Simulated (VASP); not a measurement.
Write the native input for VASP 6.6.1 that does the following.

```yaml
Task: single point
Functional: PBE
Potentials_or_basis: VASP PAW PBE potentials, release 64 (Na_pv, Ge_d, N)
Cutoff: 520 eV
k_mesh: 6 × 6 × 4
Occupations: gaussian, width 0.1 eV
Spin: no spin polarisation
Dipole_correction: no
Further_INCAR_settings: ALGO = Normal; EDIFF = 1e-07; NBANDS = 35
```

The structure of NaGeN lies in POSCAR:

```
NaGeN
1.0
    3.6800226500      0.0000000000      0.0000000000
    0.0000000000      3.6800226500      0.0000000000
    0.0000000000      0.0000000000      7.3325138900
Na Ge N
2 2 2
Direct
    0.0000000000      0.0000000000      0.7500000000
    0.0000000000      0.0000000000      0.2500000000
    0.5000000000      0.5000000000      0.0000000000
    0.5000000000      0.5000000000      0.5000000000
    0.5000000000      0.0000000000      0.5000000000
    0.0000000000      0.5000000000      0.0000000000
```

The input as run:

INCAR

```
SYSTEM = NaGeN
PREC = Accurate ; ENCUT = 520
EDIFF = 1E-7 ; ISMEAR = 0
SIGMA = 0.1 ; LREAL = .False.
LASPH = .True. ; NELM = 80
ALGO = Normal ; ISIF = 2
LWAVE = .False. ; LCHARG = .False.
GGA = PE ; NBANDS = 35
```

KPOINTS

```
Automatic mesh
0
Gamma
  6 6 4
  0 0 0
```

Potentials or basis: VASP PAW PBE potentials, release 64 (Na_pv, Ge_d, N).

Run with:

```bash
$ cat potpaw_PBE.64/Na_pv/POTCAR potpaw_PBE.64/Ge_d/POTCAR potpaw_PBE.64/N/POTCAR > POTCAR
$ mpirun -np 1 vasp_std > vasp.out
```

Results of the run:

The pressure is 4.8 GPa and the band gap on the k mesh is zero (band 26 reaches 4.01 eV, above the bottom of band 27 at 2.42 eV).

Run time: 71 s on 1 thread of Intel(R) Xeon(R) Platinum 8488C (Sapphire Rapids), on a shared host, peak memory 0.24 GiB.
